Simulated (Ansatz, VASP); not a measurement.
MnSi: VASP beside Ansatz

```xyz
8
Lattice="4.5560 0.0000 0.0000 0.0000 4.5560 0.0000 0.0000 0.0000 4.5560" Properties=species:S:1:pos:R:3 pbc="T T T"
Mn    0.6341    0.6341    0.6341
Mn    1.6439    3.9219    2.9121
Mn    2.9121    1.6439    3.9219
Mn    3.9219    2.9121    1.6439
Si    3.8516    3.8516    3.8516
Si    2.9824    0.7044    1.5736
Si    1.5736    2.9824    0.7044
Si    0.7044    1.5736    2.9824
```

Alike in both runs: functional r2SCAN; k mesh 8 × 8 × 8; occupations gaussian, width 0.05 eV; collinear spin.

Ansatz relaxed the structure, and its values are those at the end. VASP's run is a single point on that final structure, the one shown.

```csv
,VASP,Ansatz
version,VASP 6.6.1,Ansatz 0.2.0
potentials or method,"VASP PAW PBE potentials, release 64 (Mn_pv, Si), cutoff 520 eV","scalar-relativistic, plane waves, PAW"
valence electrons in the cell,68,76
```

VASP gave:

```
gap on the k mesh at the Fermi level (eV)                     : none
pressure (GPa)                                                : -10.3
rms of the force components (eV/Å)                            : 0.221
net moment per atom (μB)                                      : 0.51
size of the moment on the site where the two differ most (μB) : 1.17
```

What did Ansatz give for the same quantities?

gap on the k mesh at the Fermi level (eV): none; pressure (GPa): -0.1; rms of the force components (eV/Å): 0.005; net moment per atom (μB): 1.01; size of the moment on the site where the two differ most (μB): 2.18.

The net moments are unlike, so the other rows may belong to different states. VASP's potentials were made for PBE, not for r2SCAN. Site moments also hang on the region over which each program counts them. A gap of «none» marks a metal or a gap that the smearing closes. VASP's potentials hold 68 valence electrons a cell and Ansatz's 76, so a difference there can come from the potentials and not from the codes. Ansatz's warnings: stress scf threshold loose.
